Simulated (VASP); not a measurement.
Wanted: the native input for a VASP 6.6.1 run.

```
Task                   : single point
Functional             : BLYP
Potentials or basis    : VASP PAW PBE potentials, release 64 (Fe)
Cutoff                 : 520 eV
k mesh                 : 9 × 9 × 13
Occupations            : fermi-dirac, width 0.1 eV
Spin                   : no spin polarisation
Dipole correction      : no
Further INCAR settings : ALGO = Normal; EDIFF = 1e-06; NBANDS = 19
```

The structure of Fe lies in POSCAR:

```
Fe
1.0
    3.9061338469      0.0000000000      0.0000000000
   -1.9530669234      3.3828111420      0.0000000000
    0.0000000000      0.0000000000      2.4640600602
Fe
3
Direct
    1.0000000000      0.0000000000      0.0000000000
    0.3333333333      0.6666666667      0.5000000000
    0.6666666667      0.3333333333      0.5000000000
```

This isn't the form of Fe at room conditions, which is bcc.

These files were run (other wordings do the same):

INCAR

```
AGGAC = 1.0
AGGAX = 1.0
ALDAC = 0.0
ALDAX = 1.0
ALGO = Normal
EDIFF = 1E-6
ENCUT = 520
GGA = B5
ISIF = 2
ISMEAR = -1
LASPH = T
LCHARG = F
LREAL = F
LWAVE = F
NBANDS = 19
NELM = 100
PREC = Accurate
SIGMA = 0.1
```

KPOINTS

```
k-points
0
Gamma
  9 9 13
```

Potentials or basis: VASP PAW PBE potentials, release 64 (Fe).

Run with:

```bash
$ cat potpaw_PBE.64/Fe/POTCAR > POTCAR
$ mpirun -np 1 vasp_std > vasp.out
```

Results of the run:

```json
{"Pressure": "0.2 GPa", "Band gap on the k mesh": "zero (bands 12 and 13 overlap by 1.34 eV)"}
```

Caveat: the PAW data sets were made with another functional, which shifts forces and pressure a little; the run has no spin polarisation, though such a crystal can be magnetic.

Run time: 110 s on 1 thread of Intel Xeon 8259CL (shared host), peak memory 0.17 GiB.
